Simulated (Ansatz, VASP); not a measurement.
**Two plane-wave programs on BN**

```
CELL_PARAMETERS angstrom
0.00000 1.82550 1.82550
1.82550 0.00000 1.82550
1.82550 1.82550 0.00000
ATOMIC_POSITIONS crystal
B 0.00000 0.00000 0.00000
N 0.25000 0.25000 0.25000
```

Alike in both runs: task single point; functional PBE; k mesh 10 × 10 × 10; no spin polarisation.

|  | VASP | Ansatz |
| --- | --- | --- |
| version | VASP 6.6.1 | Ansatz 0.2.0 |
| potentials or method | VASP PAW PBE potentials, release 64 (B, N) | scalar-relativistic, plane waves, norm-conserving pseudopotentials |
| plane-wave cutoff (eV) | 600 | 1240 |
| occupations | gaussian, width 0.01 eV | fixed |
| valence electrons in the cell | 8 | 8 |

Ansatz gave:

```
gap on the k mesh at the Fermi level (eV) : 4.43
least direct gap on the mesh (eV)         : 8.69
pressure (GPa)                            : -7.6
```

Q: What did VASP give for the same quantities?

A: gap on the k mesh at the Fermi level (eV): 4.43; least direct gap on the mesh (eV): 8.68; pressure (GPa): -7.8.
